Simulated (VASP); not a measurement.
A run of VASP 6.6.1 is set up as follows.

The input INCAR:

```
PREC = Accurate ; ENCUT = 570
EDIFF = 1E-6 ; ISMEAR = -1
SIGMA = 0.1 ; LREAL = F
LASPH = T ; NELM = 120
ALGO = Normal ; ISIF = 2
LWAVE = F ; LCHARG = F
GGA = CA ; NBANDS = 15
GGA_COMPAT = F
```

KPOINTS

```
regular mesh
0
Gamma
  10 10 10
```

The input POSCAR:

```
Pt
1.0
   -1.5842200000      1.5842200000      1.5842200000
    1.5842200000     -1.5842200000      1.5842200000
    1.5842200000      1.5842200000     -1.5842200000
Pt
1
Direct
    0.0000000000      0.0000000000      0.0000000000
```

Potentials or basis: VASP PAW LDA potentials, release 64 (Pt_sv_GW).

Run with:

```sh
$ cat potpaw_LDA.64/Pt_sv_GW/POTCAR > POTCAR
$ mpirun -np 1 vasp_std > vasp.out
```

(1) Estimate the pressure.

(2) Predict the band gap on the k mesh.

Answers

(1) -16.1 GPa.

(2) zero (bands 9 and 10 overlap by 2.06 eV).

Caveat: the cell stands under tension; spin-orbit coupling is left out, which moves the levels of the heavy elements.
